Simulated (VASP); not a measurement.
Set up this calculation in VASP 6.6.1, as the native input.

| Item | Value |
| --- | --- |
| Task | single point |
| Functional | LDA |
| Potentials or basis | VASP PAW LDA potentials, release 64 (Si) |
| Cutoff | 520 eV |
| k mesh | 16 × 16 × 16 |
| Occupations | fermi-dirac, width 0.05 eV |
| Spin | no spin polarisation |
| Dipole correction | no |
| Further INCAR settings | ALGO = Normal; EDIFF = 1e-07; NBANDS = 11 |

The structure of Si lies in POSCAR:

```
Si
1.0
   -2.2960200000      2.4158700000      1.2750000000
    2.2960200000     -2.4158700000      1.2750000000
    2.2960200000      2.4158700000     -1.2750000000
Si
2
Direct
    0.8070000000      0.5570000000      0.2500000000
    0.1930000000      0.4430000000      0.7500000000
```

This cell differs from its parent crystal: equal xx and yy strain of +2 %.

These files were run (other wordings do the same):

INCAR

```
PREC = Accurate
ENCUT = 520
EDIFF = 1E-7
ISMEAR = -1
SIGMA = 0.05
LREAL = F
LASPH = T
NELM = 60
ALGO = Normal
ISIF = 2
LWAVE = F
LCHARG = F
NBANDS = 11
```

KPOINTS

```
regular mesh
0
Gamma
  16 16 16
```

Potentials or basis: VASP PAW LDA potentials, release 64 (Si).

Command:

```bash
$ cat potpaw_LDA.64/Si/POTCAR > POTCAR
$ mpirun -np 1 vasp_std > vasp.out
```

Results of the run:

```json
{
  "Pressure": "4.9 GPa",
  "Largest force": "0.043 eV/Å",
  "Band gap on the k mesh": "zero (bands 4 and 5 overlap by 6.94 eV)"
}
```

Caveat: the cell differs from its parent crystal (equal xx and yy strain of +2 %); the cell stands under pressure.

Run time: 2.3 min on 1 thread of AMD EPYC 7R13 Processor (Zen 3), with other jobs on the host, peak memory 0.22 GiB.
